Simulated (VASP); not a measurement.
# CdS (Fm-3m) in VASP: notebook

CdS is run at these levels: r2SCAN; tasks: single point.

Everything below comes from runs of VASP 6.6.1. Logs are shortened: lines on timing, memory, paths and dates and some standing lists are left out, and cuts for length are marked.

## (1) The cell of the first run

Symmetry: Fm-3m, No. 225, cubic system. Conventional cell: a = 5.506 Å, b = 5.506 Å, c = 5.506 Å, α = 90.00°, β = 90.00°, γ = 90.00°. Cd (site symmetry m-3m) has 6 S at 2.75 Å within 3.6 Å. Within 3.6 Å of S (site symmetry m-3m) lie 6 Cd at 2.75 Å.

## (2) Single point, r2SCAN

File POSCAR:

```
CdS
1.0
    3.8936750000      0.0000000000      0.0000000000
    1.9468375000      3.3720214641      0.0000000000
    1.9468375000      1.1240071547      3.1791723247
Cd S
1 1
Direct
    0.0000000000      0.0000000000      0.0000000000
    0.5000000000      0.5000000000      0.5000000000
```

File INCAR.step1:

```
  PREC = Accurate
  ENCUT = 520
  ISMEAR = 0
  SIGMA = 0.01
  LREAL = False
  LASPH = True
  NELM = 80
  NBANDS = 16
  GGA = PE
  ALGO = Normal
  EDIFF = 1E-4
  LWAVE = True
  LCHARG = False
```

File INCAR.step2:

```
  PREC = Accurate
  ENCUT = 520
  EDIFF = 1E-6
  ISMEAR = 0
  SIGMA = 0.01
  LREAL = False
  LASPH = True
  NELM = 80
  ALGO = Normal
  ISIF = 2
  LWAVE = False
  LCHARG = True
  METAGGA = R2SCAN
  LMIXTAU = True
  LELF = True
  LVHAR = True
  NBANDS = 16
  ISTART = 1
```

File KPOINTS:

```
regular mesh
0
Gamma
  6 6 6
```

Potentials or basis: VASP PAW PBE potentials, release 64 (Cd, S).

Started as:

```bash
> cat potpaw_PBE.64/Cd/POTCAR potpaw_PBE.64/S/POTCAR > POTCAR
> cp INCAR.step1 INCAR
> mpirun -np 1 vasp_std > vasp.out
> cp INCAR.step2 INCAR
> mpirun -np 1 vasp_std > vasp.out
```

OUTCAR:

```text
PREC = Accurate
   ENCUT = 520
   EDIFF = 1E-6
   ISMEAR = 0
   LREAL = False
   LASPH = True
   NELM = 80
   ISIF = 2
   METAGGA = R2SCAN
   ISTART = 1

 ion  position               nearest neighbor table
   1  0.000  0.000  0.000-   2 2.75   2 2.75   2 2.75   2 2.75   2 2.75   2 2.75
   2  0.500  0.500  0.500-   1 2.75   1 2.75   1 2.75   1 2.75   1 2.75   1 2.75

  LATTYP: Found a face centered cubic cell.
 ALAT       =     5.5064879925

  Lattice vectors:

 A1 = (   3.8936750000,   0.0000000000,   0.0000000000)
 A2 = (   1.9468375000,   3.3720214641,   0.0000000000)
 A3 = (   1.9468375000,   1.1240071547,   3.1791723247)

Analysis of symmetry for initial positions (statically):
=====================================================================
 Subroutine PRICEL returns:
 Original cell was already a primitive cell.

 Routine SETGRP: Setting up the symmetry group for a
 face centered cubic supercell.

 Subroutine GETGRP returns: Found 48 space group operations
 (whereof 48 operations were pure point group operations)
 out of a pool of 48 trial point group operations.

The static configuration has the point symmetry O_h .

Analysis of symmetry for dynamics (positions and initial velocities):
=====================================================================
 Subroutine PRICEL returns:
 Original cell was already a primitive cell.

 Routine SETGRP: Setting up the symmetry group for a
 face centered cubic supercell.

 Subroutine GETGRP returns: Found 48 space group operations
 (whereof 48 operations were pure point group operations)
 out of a pool of 48 trial point group operations.

The dynamic configuration has the point symmetry O_h .

 Subroutine INISYM returns: Found 48 space group operations
 (whereof 48 operations are pure point group operations),
 and found     1 'primitive' translations

----------------------------------------------------------------------------------------

                                     Primitive cell

  volume of cell :      41.7411

  direct lattice vectors                    reciprocal lattice vectors
     3.893675000  0.000000000  0.000000000     0.256826777 -0.148279009 -0.104849093
     1.946837500  3.372021464  0.000000000     0.000000000  0.296558017 -0.104849093
     1.946837500  1.124007155  3.179172325     0.000000000  0.000000000  0.314547278

  length of vectors
     3.893675000  3.893675000  3.893675000     0.314547278  0.314547278  0.314547278

  position of ions in fractional coordinates (direct lattice)
     0.000000000  0.000000000  0.000000000
     0.500000000  0.500000000  0.500000000

  ion indices of the primitive-cell ions
   primitive index   ion index
                 1           1
                 2           2

----------------------------------------------------------------------------------------

 KPOINTS: regular mesh

Automatic generation of k-mesh.
 Grid dimensions read from file:
 generate k-points for:    6    6    6

 Generating k-lattice:

  Cartesian coordinates                     Fractional coordinates (reciprocal lattice)
     0.042804463 -0.024713168 -0.017474849     0.166666667  0.000000000  0.000000000
     0.000000000  0.049426336 -0.017474849     0.000000000  0.166666667  0.000000000
     0.000000000  0.000000000  0.052424546     0.000000000  0.000000000  0.166666667

  Length of vectors
     0.052424546  0.052424546  0.052424546

  Shift w.r.t. Gamma in fractional coordinates (k-lattice)
     0.000000000  0.000000000  0.000000000

 Subroutine IBZKPT returns following result:
 ===========================================

 Found     16 irreducible k-points:

 Following reciprocal coordinates:
            Coordinates               Weight
  0.000000  0.000000  0.000000      1.000000
  0.166667  0.000000  0.000000      8.000000
  0.333333  0.000000 -0.000000      8.000000
  0.500000  0.000000  0.000000      4.000000
  0.166667  0.166667 -0.000000      6.000000
  0.333333  0.166667 -0.000000     24.000000
[... 8 lines left out ...]
 -0.333333  0.333333  0.166667     24.000000
 -0.333333  0.500000  0.166667     12.000000
   k-points           NKPTS =     16   k-points in BZ     NKDIM =     16   number of bands    NBANDS=     16
   number of dos      NEDOS =    301   number of ions     NIONS =      2
   total plane-waves  NPLWV =  27000
   dimension x,y,z NGX =    30 NGY =   30 NGZ =   30
   dimension x,y,z NGXF=    60 NGYF=   60 NGZF=   60
   ions per type =               1   1
   NGX,Y,Z   is equivalent  to a cutoff of  12.81, 12.81, 12.81 a.u.
   NGXF,Y,Z  is equivalent  to a cutoff of  25.62, 25.62, 25.62 a.u.
 SYSTEM =  unknown system
   PREC   = accura    normal or accurate (medium, high low for compatibility)
   ISTART =      1    job   : 0-new  1-cont  2-samecut
   ICHARG =      0    charge: 1-file 2-atom 10-const
   ISPIN  =      1    spin polarized calculation?
   LNONCOLLINEAR =      F non collinear calculations
   LSORBIT =      F    spin-orbit coupling
   LASPH  =      T    aspherical Exc in radial PAW
   ENCUT  =  520.0 eV  38.22 Ry    6.18 a.u.   7.24  7.24  7.24*2*pi/ulx,y,z
   NELM   =     80;   NELMIN=  2; NELMDL=  0     # of ELM steps
   EDIFF  = 0.1E-05   stopping-criterion for ELM
   LREAL  =      F    real-space projection
   EDIFFG = 0.1E-04   stopping-criterion for IOM
   NSW    =      0    number of steps for IOM
   IBRION =     -1    ionic relax: 0-MD 1-quasi-New 2-CG
   NFREE  =      0    steps in history (QN), initial steepest desc. (CG)
   ISIF   =      2    stress and relaxation
   ISYM   =      2    0-nonsym 1-usesym 2-fastsym
   POTIM  = 0.5000    time-step for ionic-motion
   TEBEG  =    0.0;   TEEND  =   0.0 temperature during run
   PSTRESS=    0.0 pullay stress
   NELECT =      18.0000    total number of electrons
   NUPDOWN=      -1.0000    fix difference up-down
   EMIN   =  10.00;   EMAX   =-10.00  energy-range for DOS
   EFERMI =   0.00;   METHOD = LEGACY
   ISMEAR =     0;   SIGMA  =   0.01  broadening in eV -4-tet -1-fermi 0-gaus
   EFERMI_NEDOS =   21; number of points for ismear=-14 and -15
   IALGO  =     38    algorithm
   IMIX   =      4    mixing-type and parameters
     AMIX     =   0.40;   BMIX     =  1.00
     AMIX_MAG =   1.60;   BMIX_MAG =  1.00
  volume/ion in A,a.u.               =      20.87       140.84
  Fermi-wavevector in a.u.,A,eV,Ry     =   1.236833  2.337275 20.813583  1.529755
  Thomas-Fermi vector in A             =   2.371425
   LORBIT       =      0    0 simple, 1 ext, 2 COOP (PROOUT), +10 PAW based schemes
   METAGGA = R2SCAN    functional components
   LHFCALC =     F    Hartree Fock is set to
   AEXX    =    0.0000 exact exchange contribution
   IVDW    =     0    specifies the selected vdW correction
   LEPSILON=     F    determine dielectric tensor
   LRPA    =     F    only Hartree local field effects (RPA)
 non-spin polarized calculation
 Gauss-broadening in eV      SIGMA  =   0.01
  energy-cutoff  :      520.00
  volume of cell :       41.74
 maximum number of plane-waves:      1158
 NGX is ok and might be reduce to    30
   NGX = 15   NGY = 15   NGZ = 15

 number of electron      18.0000005 magnetization

 Free energy of the ion-electron system (eV)
  ---------------------------------------------------
  ext. energy  EPLUGINS =         0.00000000
  ---------------------------------------------------
  free energy    TOTEN  =       -29.51492674 eV

  energy without entropy =      -29.51492674  energy(sigma->0) =      -29.51492674

 E-fermi :   2.5408     XC(G=0): -10.8498

 val. band max:        2.4677851960   @ k =   0.5000   0.0000   0.0000
 cond. band min:       3.1984176317   @ k =   0.5000   0.5000   0.0000
 fundamental gap:      0.7306324356
 Fermi energy:         2.5408472620

 k-point     1 :       0.0000    0.0000    0.0000
  band No.  band energies     occupation
      1     -10.6646      2.00000
      2      -5.3406      2.00000
      3      -5.3406      2.00000
      4      -5.3406      2.00000
      5      -5.3395      2.00000
      6      -5.3395      2.00000
[... 8 lines left out ...]
     15      14.6531      0.00000
     16      14.6531      0.00000

 k-point     2 :       0.1667    0.0000    0.0000
  band No.  band energies     occupation
      1     -10.4365      2.00000
      2      -5.4185      2.00000
      3      -5.4185      2.00000
      4      -5.3655      2.00000
      5      -5.2940      2.00000
      6      -5.2940      2.00000
[... 8 lines left out ...]
     15      13.3400      0.00000
     16      14.1094      0.00000

 k-point     3 :       0.3333    0.0000   -0.0000
  band No.  band energies     occupation
      1      -9.8999      2.00000
      2      -5.5690      2.00000
      3      -5.5690      2.00000
      4      -5.4622      2.00000
      5      -5.1993      2.00000
      6      -5.1993      2.00000
[... 8 lines left out ...]
     15      14.7063      0.00000
     16      14.7063      0.00000

 k-point     4 :       0.5000    0.0000    0.0000
  band No.  band energies     occupation
      1      -9.5701      2.00000
      2      -5.6410      2.00000
      3      -5.6410      2.00000
      4      -5.5603      2.00000
      5      -5.1510      2.00000
      6      -5.1510      2.00000
[... 8 lines left out ...]
     15      16.1025      0.00000
     16      16.1025      0.00000

 k-point     5 :       0.1667    0.1667   -0.0000
  band No.  band energies     occupation
      1     -10.3819      2.00000
      2      -5.4784      2.00000
      3      -5.3759      2.00000
      4      -5.3143      2.00000
      5      -5.2937      2.00000
      6      -5.2937      2.00000
[... 8 lines left out ...]
     15      15.5958      0.00000
     16      16.4540      0.00000

 k-point     6 :       0.3333    0.1667   -0.0000
  band No.  band energies     occupation
      1     -10.0048      2.00000
      2      -5.5143      2.00000
      3      -5.4101      2.00000
      4      -5.4092      2.00000
      5      -5.2249      2.00000
      6      -5.1875      2.00000
[... 8 lines left out ...]
     15      15.8172      0.00000
     16      16.2941      0.00000

 k-point     7 :       0.5000    0.1667    0.0000
  band No.  band energies     occupation
      1      -9.6353      2.00000
      2      -5.5474      2.00000
      3      -5.4744      2.00000
      4      -5.4562      2.00000
      5      -5.1406      2.00000
      6      -5.1350      2.00000
[... 8 lines left out ...]
     15      16.3770      0.00000
     16      17.3558      0.00000

 k-point     8 :      -0.3333    0.1667    0.0000
  band No.  band energies     occupation
      1      -9.7029      2.00000
      2      -5.5992      2.00000
      3      -5.5357      2.00000
      4      -5.3957      2.00000
      5      -5.1900      2.00000
      6      -5.1124      2.00000
[... 8 lines left out ...]
     15      15.8367      0.00000
     16      16.9494      0.00000

 k-point     9 :      -0.1667    0.1667   -0.0000
  band No.  band energies     occupation
      1     -10.1253      2.00000
      2      -5.5329      2.00000
      3      -5.4754      2.00000
      4      -5.3761      2.00000
      5      -5.2701      2.00000
      6      -5.1937      2.00000
[... 8 lines left out ...]
     15      15.4791      0.00000
     16      16.0110      0.00000

 k-point    10 :       0.3333    0.3333    0.0000
  band No.  band energies     occupation
      1      -9.9256      2.00000
      2      -5.4466      2.00000
      3      -5.2637      2.00000
      4      -5.2096      2.00000
      5      -5.1705      2.00000
      6      -5.1705      2.00000
[... 8 lines left out ...]
     15      16.6051      0.00000
     16      18.7653      0.00000

 k-point    11 :       0.5000    0.3333    0.0000
  band No.  band energies     occupation
      1      -9.7487      2.00000
      2      -5.4496      2.00000
      3      -5.3435      2.00000
      4      -5.1863      2.00000
      5      -5.1146      2.00000
      6      -4.7839      2.00000
[... 8 lines left out ...]
     15      17.1167      0.00000
     16      18.2514      0.00000

 k-point    12 :      -0.3333    0.3333    0.0000
  band No.  band energies     occupation
      1      -9.6320      2.00000
      2      -5.4969      2.00000
      3      -5.4425      2.00000
      4      -5.2778      2.00000
      5      -5.1452      2.00000
      6      -4.8620      2.00000
[... 8 lines left out ...]
     15      15.2182      0.00000
     16      18.9496      0.00000

 k-point    13 :       0.5000    0.5000    0.0000
  band No.  band energies     occupation
      1      -9.7987      2.00000
      2      -5.4821      2.00000
      3      -5.2383      2.00000
      4      -5.0909      2.00000
      5      -5.0909      2.00000
      6      -4.4124      2.00000
[... 8 lines left out ...]
     15      17.4737      0.00000
     16      17.7593      0.00000

 k-point    14 :       0.5000    0.3333    0.1667
  band No.  band energies     occupation
      1      -9.7578      2.00000
      2      -5.4701      2.00000
      3      -5.4000      2.00000
      4      -5.3770      2.00000
      5      -5.1674      2.00000
      6      -5.0384      2.00000
[... 8 lines left out ...]
     15      17.1289      0.00000
     16      18.3296      0.00000

 k-point    15 :      -0.3333    0.3333    0.1667
  band No.  band energies     occupation
      1      -9.6319      2.00000
      2      -5.5242      2.00000
      3      -5.3666      2.00000
      4      -5.3412      2.00000
      5      -5.1242      2.00000
      6      -4.8651      2.00000
[... 8 lines left out ...]
     15      15.8993      0.00000
     16      17.8544      0.00000

 k-point    16 :      -0.3333    0.5000    0.1667
  band No.  band energies     occupation
      1      -9.6900      2.00000
      2      -5.4169      2.00000
      3      -5.4100      2.00000
      4      -5.2287      2.00000
      5      -5.0908      2.00000
      6      -4.5609      2.00000
[... 8 lines left out ...]
     15      17.0114      0.00000
     16      17.7515      0.00000

------------------------ aborting loop because EDIFF is reached ----------------------------------------

  FORCE on cell =-STRESS in cart. coord.  units (eV):
  Direction    XX          YY          ZZ          XY          YZ          ZX
  --------------------------------------------------------------------------------------
  -------------------------------------------------------------------------------------
  Total       -0.4679444     -0.4679444     -0.4679444     -0.0000000     -0.0000000     -0.0000000
  in kB      -17.9614236    -17.9614236    -17.9614236     -0.0000000     -0.0000000     -0.0000000
  external PRESSURE =     -17.9614236 kB  Pullay stress =       0.0000000 kB

 VOLUME and BASIS-vectors are now :
 -----------------------------------------------------------------------------
  energy-cutoff  :      520.00
  volume of cell :       41.74
      direct lattice vectors                 reciprocal lattice vectors
     3.893675000  0.000000000  0.000000000     0.256826777 -0.148279009 -0.104849093
     1.946837500  3.372021464  0.000000000     0.000000000  0.296558017 -0.104849093
     1.946837500  1.124007155  3.179172325     0.000000000  0.000000000  0.314547278

 POSITION                                       TOTAL-FORCE (eV/Angst)
 -----------------------------------------------------------------------------------
      0.00000      0.00000      0.00000         0.000000     -0.000000      0.000000
      3.89367      2.24801      1.58959        -0.000000      0.000000      0.000000
 -----------------------------------------------------------------------------------
    total drift:                                0.000000     -0.000000     -0.000000

  FREE ENERGIE OF THE ION-ELECTRON SYSTEM (eV)
  ---------------------------------------------------
  free  energy   TOTEN  =       -29.5149267416 eV

  energy  without entropy=      -29.5149267416  energy(sigma->0) =      -29.51492674
```

It took 79 s on 1 thread of AMD EPYC 7R13 (Zen 3), shared host; peak memory 0.14 GiB.

Results:

```
Free energy            : -29.5149 eV
Pressure               : -1.8 GPa
Band gap on the k mesh : 0.73 eV, indirect (least direct gap 2.15 eV)
```

Levels at points of the mesh, in eV from the valence-band top:
```
           k point  band 6  band 7  band 8  band 9  band 10  band 11  band 12  band 13
(0.00, 0.00, 0.00)   -7.81   -0.70   -0.70   -0.70     1.44     9.72     9.72     9.72
(0.50, 0.00, 0.00)   -7.62   -4.78    0.00    0.00     4.07     6.48     6.48     7.34
(0.50, 0.50, 0.00)   -6.88   -4.16   -2.08   -2.08     0.73     6.45    10.58    12.05
```

Caveat: the PAW data sets were made with another functional, which shifts forces and pressure a little. r2SCAN opens gaps a little over a GGA but as a rule still falls short of measured ones.

## (3) Single point, r2SCAN

POSCAR is that of step 2.

File INCAR.step1:

```
SYSTEM = CdS
ALGO = Normal ; EDIFF = 1E-4
ENCUT = 520 ; GGA = PE
ISMEAR = 0 ; LASPH = .True.
LCHARG = .False. ; LREAL = .False.
LWAVE = .True. ; NBANDS = 16
NELM = 100 ; PREC = Accurate
SIGMA = 0.01
```

File INCAR.step2:

```
SYSTEM = CdS
ALGO = Normal ; EDIFF = 1E-7
ENCUT = 520 ; ISIF = 2
ISMEAR = 0 ; ISTART = 1
LASPH = .True. ; LCHARG = .False.
LMIXTAU = .True. ; LREAL = .False.
LWAVE = .False. ; METAGGA = R2SCAN
NBANDS = 16 ; NELM = 100
PREC = Accurate ; SIGMA = 0.01
```

File KPOINTS:

```
k-points
0
Gamma
  6 6 6
  0 0 0
```

Potentials or basis: VASP PAW PBE potentials, release 64 (Cd, S).

Started as:

```bash
> cat potpaw_PBE.64/Cd/POTCAR potpaw_PBE.64/S/POTCAR > POTCAR
> cp INCAR.step1 INCAR
> mpirun -np 1 vasp_std > vasp.out
> cp INCAR.step2 INCAR
> mpirun -np 1 vasp_std > vasp.out
```

Wall time 99 s (1 thread of AMD EPYC 7R13 (Zen 3), shared host); peak memory 0.14 GiB.

The run converged. Its results:

| Item | Value |
| --- | --- |
| Free energy | -29.5149 eV |
| Pressure | -1.8 GPa |
| Band gap on the k mesh | 0.73 eV, indirect (least direct gap 2.15 eV) |

Levels at points of the mesh, in eV from the valence-band top:
| k point | band 7 | band 8 | band 9 | band 10 | band 11 | band 12 |
| --- | --- | --- | --- | --- | --- | --- |
| (0.00, 0.00, 0.00) | -0.70 | -0.70 | -0.70 | 1.44 | 9.72 | 9.72 |
| (0.50, 0.00, 0.00) | -4.78 | 0.00 | 0.00 | 4.07 | 6.48 | 6.48 |
| (0.50, 0.50, 0.00) | -4.16 | -2.08 | -2.08 | 0.73 | 6.45 | 10.58 |

Caveat: the PAW data sets were made with another functional, which shifts forces and pressure a little. r2SCAN opens gaps a little over a GGA but as a rule still falls short of measured ones.
